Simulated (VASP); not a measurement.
Set up this calculation in VASP 6.6.1, as the native input.

```
Task                   : single point
Functional             : LDA
Potentials or basis    : VASP PAW LDA potentials, release 64 (W_sv)
Cutoff                 : 500 eV
k mesh                 : 10 × 10 × 10
Occupations            : fermi-dirac, width 0.05 eV
Spin                   : no spin polarisation
Dipole correction      : no
Further INCAR settings : ALGO = Normal; EDIFF = 1e-06; NBANDS = 13
```

The structure of W lies in POSCAR:

```
W
1.0
    0.0000000000      2.0300000000      2.0300000000
    2.0300000000      0.0000000000      2.0300000000
    2.0300000000      2.0300000000      0.0000000000
W
1
Direct
    0.0000000000      0.0000000000      0.0000000000
```

These files were run (other wordings do the same):

INCAR

```
PREC = Accurate ; ENCUT = 500
EDIFF = 1E-6 ; ISMEAR = -1
SIGMA = 0.05 ; LREAL = F
LASPH = T ; NELM = 120
ALGO = Normal ; ISIF = 2
LWAVE = F ; LCHARG = T
LELF = T ; LVHAR = T
NBANDS = 13 ; GGA_COMPAT = F
```

KPOINTS

```
regular mesh
0
Gamma
  10 10 10
```

Potentials or basis: VASP PAW LDA potentials, release 64 (W_sv).

Launch:

```console
$ cat potpaw_LDA.64/W_sv/POTCAR > POTCAR
$ mpirun -np 1 vasp_std > vasp.out
```

It gave:

* Pressure: -16.0 GPa
* Band gap on the k mesh: zero (band 7 reaches 13.17 eV, above the bottom of band 8 at 9.52 eV)

Caveat: spin-orbit coupling is left out, which moves the levels of the heavy elements.

It took 7.6 s on 1 thread of AMD EPYC 7R13 Processor (Zen 3) (shared host), peak memory 0.1 GiB.
